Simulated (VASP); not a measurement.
Here is a VASP 6.6.1 calculation.

Contents of INCAR:

```
SYSTEM = Al12H3C
ALGO = Normal ; EDIFF = 1E-6
ENCUT = 520 ; GGA = PS
ISIF = 2 ; ISMEAR = 0
LASPH = .True. ; LCHARG = .True.
LELF = .True. ; LREAL = Auto
LVHAR = .True. ; LWAVE = .False.
NBANDS = 36 ; NELM = 60
PREC = Accurate ; SIGMA = 0.1
```

Contents of KPOINTS:

```
k-points
0
Gamma
  3 3 1
  0 0 0
```

POSCAR

```
Al12H3C
1.0
    5.7275650000      0.0000000000      0.0000000000
    2.8637820000      4.9602170000      0.0000000000
    0.0000000000      0.0000000000     15.6765370000
Al C H
12 1 3
Direct
    0.1666666208      0.1666667003      0.0637895984
    0.6666667081      0.1666667003      0.0637895984
    0.1666666712      0.6666665995      0.0637895984
    0.6666667585      0.6666665995      0.0637895984
   -0.1646366404      0.3346323356      0.2071506609
    0.3332706471      0.3373342336      0.2103514316
   -0.1617162001      0.8333284612      0.2094719644
    0.3388613071      0.8360255207      0.2053512839
    0.0034605656      0.0103678932      0.3488287624
    0.4981425668     -0.0026726653      0.3499987912
   -0.0038275650      0.5057702113      0.3569373772
    0.5043097785      0.5105042783      0.3492872182
    0.0575839675      0.5165344581      0.4833145866
   -0.0382730006      0.4105263943      0.5124629247
    0.2723837410      0.4120936645      0.5012180305
   -0.0400545004      0.7258313497      0.5066417411
```

Potentials or basis: VASP PAW PBE potentials, release 64 (Al, C, H).

Launch:

```sh
$ cat potpaw_PBE.64/Al/POTCAR potpaw_PBE.64/C/POTCAR potpaw_PBE.64/H/POTCAR > POTCAR
$ mpirun -np 1 vasp_std > vasp.out
```

(1) Estimate the largest force.

(2) Estimate the band gap on the k mesh.

## Answers

(1) 0.173 eV/Å.

(2) zero (an odd number of electrons rules out a gap without spin polarisation).

Caveat: the k points lie up to 0.42 Å⁻¹ apart, too coarse for converged energies and pressures of a metal; the PAW data sets were made with another functional, which shifts forces and pressure a little.
